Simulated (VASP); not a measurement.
Input of a VASP 6.6.1 run:

INCAR

```
PREC     = Accurate       # precision mode
ENCUT    = 520            # plane-wave cutoff, eV
EDIFF    = 1E-7           # SCF threshold, eV
ISMEAR   = 0              # smearing method
SIGMA    = 0.1            # smearing width, eV
LREAL    = False          # projectors in reciprocal space
LASPH    = True           # aspherical terms in the spheres
NELM     = 60             # most SCF steps
ALGO     = Fast           # electronic algorithm
ISIF     = 2              # what is computed and relaxed
LWAVE    = False          # write WAVECAR
LCHARG   = False          # write CHGCAR
GGA      = PE             # functional
NBANDS   = 12             # bands
```

Contents of KPOINTS:

```
regular mesh
0
Gamma
  15 15 15
```

Contents of POSCAR:

```
P
1.0
    1.7774451616      1.0262084425      2.9418053210
   -1.7774451616      1.0262084425      2.9418053210
    0.0000000000     -2.0524168850      2.9418053210
P
2
Direct
    0.2004534597      0.2004534597      0.2004534597
    0.7995465403      0.7995465403      0.7995465403
```

Potentials or basis: VASP PAW PBE potentials, release 64 (P).

Run with:

```console
$ cat potpaw_PBE.64/P/POTCAR > POTCAR
$ mpirun -np 1 vasp_std > vasp.out
```

Problem. Predict the pressure.

Solution. 11.7 GPa.

Problem. Predict the band gap on the k mesh.

Solution. Zero (bands 5 and 6 overlap by 1.66 eV).

Forces in eV/Å, atoms in the order of the input:
```
P    0.000  0.000  2.648
P    0.000  0.000 -2.648
```

Caveat: the cell differs from its parent crystal (strained); the stress differs along the axes, from 7 to 14 GPa; forces of over 1 eV/Å act on the atoms, so gaps and moduli don't describe the material at rest.
